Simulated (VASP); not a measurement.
A run of VASP 6.6.1 is set up as follows.

INCAR

```
SYSTEM = SiW12
ALGO = Normal ; DIPOL = 0.5 0.5 0.327
EDIFF = 1E-7 ; ENCUT = 520
GGA = PE ; IDIPOL = 3
ISIF = 2 ; ISMEAR = 0
LASPH = .True. ; LCHARG = .False.
LDIPOL = .True. ; LREAL = .False.
LWAVE = .False. ; NBANDS = 98
NELM = 100 ; PREC = Accurate
SIGMA = 0.1
```

File KPOINTS:

```
k-points
0
Gamma
  5 5 1
  0 0 0
```

File POSCAR:

```
SiW12
1.0
    5.5143287196      0.0000000000      0.0000000000
   -1.8381095732      5.1989589751      0.0000000000
    0.0000000000      0.0000000000     19.8562160745
W Si
12 1
Direct
    0.2500000000      0.2500000000      0.2014482510
    0.2500000000      0.7500000000      0.2014482510
    0.7500000000      0.2500000000      0.2014482510
    0.7500000000      0.7500000000      0.2014482510
    0.0000000000      0.0000000000      0.3111437104
    0.0000000000      0.5000000000      0.3111437104
    0.5000000000      0.0000000000      0.3111437104
    0.5000000000      0.5000000000      0.3111437104
    0.2500000000      0.2500000000      0.4208362783
    0.2500000000      0.7500000000      0.4208362783
    0.7500000000      0.2500000000      0.4208362783
    0.7500000000      0.7500000000      0.4208362783
    0.4166666667      0.5833333333      0.5169923417
```

Potentials or basis: VASP PAW PBE potentials, release 64 (W_sv, Si).

Run with:

```bash
$ cat potpaw_PBE.64/W_sv/POTCAR potpaw_PBE.64/Si/POTCAR > POTCAR
$ mpirun -np 1 vasp_std > vasp.out
```

Problem. Predict the band gap on the k mesh.

Solution. Zero (bands 86 and 87 overlap by 1.41 eV).

Problem. What does it give for the largest force?

Solution. 1.291 eV/Å.

Forces on the atoms (eV/Å):
```
W   -0.054 -0.016 -0.049
W   -0.065  0.046 -0.012
W    0.118 -0.083  0.036
W   -0.003  0.057 -0.049
W    0.001 -0.001 -0.249
W   -0.148 -0.151 -0.325
W    0.093  0.190 -0.325
W    0.028 -0.019 -0.358
W   -0.360 -0.469  0.556
W   -0.605  0.428 -0.050
W   -0.380  0.269  0.255
W    0.322  0.495  0.556
Si   1.054 -0.745  0.014
```

Caveat: spin-orbit coupling is left out, which moves the levels of the heavy elements.
